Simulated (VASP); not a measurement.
A run of VASP 6.6.1 is set up as follows.

INCAR

```
ALGO = Normal
EDIFF = 1E-7
ENCUT = 520
GGA = CA
ISIF = 2
ISMEAR = -1
LASPH = True
LCHARG = True
LELF = True
LREAL = False
LVHAR = True
LWAVE = False
NBANDS = 12
NELM = 80
PREC = Accurate
SIGMA = 0.05
```

The input KPOINTS:

```
k-points
0
Gamma
  18 18 18
```

The input POSCAR:

```
Au
1.0
    0.0000000000      1.8063455906      1.8063455906
    1.8063455906      0.0000000000      1.8063455906
    1.8063455906      1.8063455906      0.0000000000
Au
1
Direct
    0.0000000000      0.0000000000      0.0000000000
```

Potentials or basis: VASP PAW LDA potentials, release 64 (Au).

Command:

```bash
$ cat potpaw_LDA.64/Au/POTCAR > POTCAR
$ mpirun -np 1 vasp_std > vasp.out
```

Question: What does it give for the pressure?

Answer: 173.0 GPa.
